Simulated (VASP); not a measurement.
Input of a VASP 6.6.1 run:

The input POSCAR:

```
Ge
1.0
   -0.0141875234      2.8304109260      2.8304109260
    2.8304109260     -0.0141875234      2.8304109260
    2.8304109260      2.8304109260     -0.0141875234
Ge
2
Direct
   -0.0003071206     -0.0003071206     -0.0003071206
    0.2503071206      0.2503071206      0.2503071206
```

File INCAR.step1:

```
ALGO = Normal
EDIFF = 1E-4
ENCUT = 520
GGA = PE
ISMEAR = 0
LASPH = T
LCHARG = F
LREAL = F
LWAVE = T
NBANDS = 21
NELM = 100
PREC = Accurate
SIGMA = 0.01
```

Contents of INCAR.step2:

```
ALGO = Normal
EDIFF = 1E-6
ENCUT = 520
ISIF = 2
ISMEAR = 0
ISTART = 1
LASPH = T
LCHARG = F
LMIXTAU = T
LREAL = F
LWAVE = F
METAGGA = R2SCAN
NBANDS = 21
NELM = 100
PREC = Accurate
SIGMA = 0.01
```

KPOINTS

```
k-points
0
Gamma
  12 12 12
```

Potentials or basis: VASP PAW PBE potentials, release 64 (Ge_d).

Launch:

```sh
$ cat potpaw_PBE.64/Ge_d/POTCAR > POTCAR
$ cp INCAR.step1 INCAR
$ mpirun -np 1 vasp_std > vasp.out
$ cp INCAR.step2 INCAR
$ mpirun -np 1 vasp_std > vasp.out
```

Q: Estimate the pressure.

A: 0.1 GPa.

Q: Predict the band gap on the k mesh.

A: 0.27 eV.

Q: Estimate the largest force.

A: 0.004 eV/Å.

Stress tensor (GPa, compression positive):
```
0.06 0.33 0.33
0.33 0.06 0.33
0.33 0.33 0.06
```

Caveat: the PAW data sets were made with another functional, which shifts forces and pressure a little. A k mesh can miss the band edges.
